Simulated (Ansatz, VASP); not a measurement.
# One calculation of In, two programs

INCAR

```
SYSTEM = In
ALGO = Fast
EDIFF = 1E-7
ENCUT = 520
GGA = PE
ISIF = 2
ISMEAR = 0
LASPH = .TRUE.
LCHARG = .FALSE.
LREAL = .FALSE.
LWAVE = .FALSE.
NBANDS = 12
NELM = 100
PREC = Accurate
SIGMA = 0.15
```

File KPOINTS:

```
k-points
0
G
  20 20 20
  0 0 0
```

File POSCAR:

```
In
1.0
   -1.5773655000      1.5773655000      2.4739500000
    1.5773655000     -1.5773655000      2.4739500000
    1.5773655000      1.5773655000     -2.4739500000
In
1
Direct
    0.0000000000      0.0000000000      0.0000000000
```

Input for Ansatz:

```yaml
crystal:
  lattice:
    - [-1.5773655, 1.5773655, 2.47395]
    - [1.5773655, -1.5773655, 2.47395]
    - [1.5773655, 1.5773655, -2.47395]
  atoms:
    - { symbol: In, position: [0.0, 0.0, 0.0] }
basis:
  ecutwfc: 420
kpoints:
  mp_grid: { grid: [20, 20, 20] }
hamiltonian:
  xc: pbe
scf:
  occupations: { method: gaussian, width: 0.15 }
output:
  forces: true
  stress: true
  eigenvalues: true
```

Change from the starting cell: strain -0.030 along x and y, +0.000 along z, atoms carried along.

Alike in both runs: task single point; functional PBE; k mesh 20 × 20 × 20; occupations gaussian, width 0.15 eV; no spin polarisation.

|  | VASP | Ansatz |
| --- | --- | --- |
| version | VASP 6.6.1 | Ansatz 0.2.0 |
| potentials or method | VASP PAW PBE potentials, release 64 (In_d), cutoff 520 eV | scalar-relativistic, plane waves, PAW |
| valence electrons in the cell | 13 | 13 |

VASP gave:

- gap on the k mesh at the Fermi level (eV): none
- pressure (GPa): 5.2
- traceless stress, the component that is largest in VASP (GPa): -0.07

Q: What did Ansatz give for the same quantities?

A: gap on the k mesh at the Fermi level (eV): none; pressure (GPa): 5.2; traceless stress, the component that is largest in VASP (GPa): -0.06.

A gap of «none» marks a metal or a gap that the smearing closes. The functional is the same, so the differences come from potentials, cutoffs and numerics.
